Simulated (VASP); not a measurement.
Input of a VASP 6.6.1 run:

Contents of INCAR:

```
PREC = Accurate
ENCUT = 520
EDIFF = 1E-7
ISMEAR = 0
SIGMA = 0.02
LREAL = F
LASPH = T
NELM = 150
ALGO = Normal
ISIF = 2
LWAVE = F
LCHARG = F
LMAXMIX = 4
LDAU = T
LDAUTYPE = 2
LDAUL = -1 2 -1
LDAUU = 0 4 0
LDAUJ = 0 0 0
LDAUPRINT = 1
GGA = PE
NBANDS = 51
```

Contents of KPOINTS:

```
regular mesh
0
Gamma
  6 4 4
```

POSCAR

```
BaTiO3
1.0
    3.9270383137      0.0000000000      0.0000000000
    0.0000000000      5.6322462303      0.0000000000
    0.0000000000      0.0000000000      5.8432500491
Ba Ti O
2 2 6
Direct
    0.0000000000      0.5000000000      0.5048291863
    0.0000000000      0.0000000000      0.0048291863
    0.5000000000      0.5000000000      0.0166595092
    0.5000000000      0.0000000000      0.5166595092
    0.5000000000      0.7445768166      0.2350938305
    0.5000000000      0.2554231834      0.2350938305
    0.0000000000      0.5000000000      0.9882236435
    0.5000000000      0.2445768166      0.7350938305
    0.5000000000      0.7554231834      0.7350938305
    0.0000000000      0.0000000000      0.4882236435
```

Potentials or basis: VASP PAW PBE potentials, release 64 (Ba_sv, Ti_sv, O).

The run is started by

```console
$ cat potpaw_PBE.64/Ba_sv/POTCAR potpaw_PBE.64/Ti_sv/POTCAR potpaw_PBE.64/O/POTCAR > POTCAR
$ mpirun -np 1 vasp_std > vasp.out
```

**Question.** What does it give for the pressure?

**Answer.** 8.9 GPa.

**Question.** Estimate the band gap on the k mesh.

**Answer.** 2.51 eV.

**Question.** Predict the largest force.

**Answer.** 0.677 eV/Å.

Eigenvalues of the final occupation matrices:
```csv
site,spin,trace,eigenvalues
site 3 d,1,0.82,0.11 0.11 0.11 0.25 0.25
site 3 d,2,0.82,0.11 0.11 0.11 0.25 0.25
site 4 d,1,0.82,0.11 0.11 0.11 0.25 0.25
site 4 d,2,0.82,0.11 0.11 0.11 0.25 0.25
```

Caveat: the cell differs from its parent crystal (biaxial strain in the a-b plane: -2.0 %); spin-orbit coupling is left out, which moves the levels of the heavy elements. A k mesh can miss the band edges.
